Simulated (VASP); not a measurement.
BaTe:

```
CELL_PARAMETERS angstrom
0.00000 3.53339 3.53339
3.53339 0.00000 3.53339
3.53339 3.53339 0.00000
ATOMIC_POSITIONS crystal
Ba 0.00000 0.00000 0.00000
Te 0.50000 0.50000 0.50000
```

Base run:

| Quantity | Value |
| --- | --- |
| Program | VASP 6.6.1 |
| Functional | PBE |
| Potentials or basis | VASP PAW PBE potentials, release 64 (Ba_sv, Te) |
| Cutoff | 520 eV |
| k mesh | 4 × 4 × 4 |
| Occupations | gaussian, width 0.01 eV |
| Spin | no spin polarisation |

Its results: band gap on the k mesh 1.57 eV, indirect (least direct gap 1.96 eV); pressure 0.3 GPa.

Question: The run is repeated on the same cell with these changes: functional from PBE to r2SCAN; further incar settings from ALGO = Normal; EDIFF = 1e-06; NBANDS = 15 to ALGO = Normal; EDIFF = 1e-07; NBANDS = 15. What comes out?

Answer: Band gap on the k mesh 1.93 eV, indirect (least direct gap 2.32 eV); pressure 0.3 GPa.

Caveats: spin-orbit coupling is left out, which moves the levels of the heavy elements; the PAW data sets were made with another functional, which shifts forces and pressure a little (some runs).

A k mesh can miss the band edges.
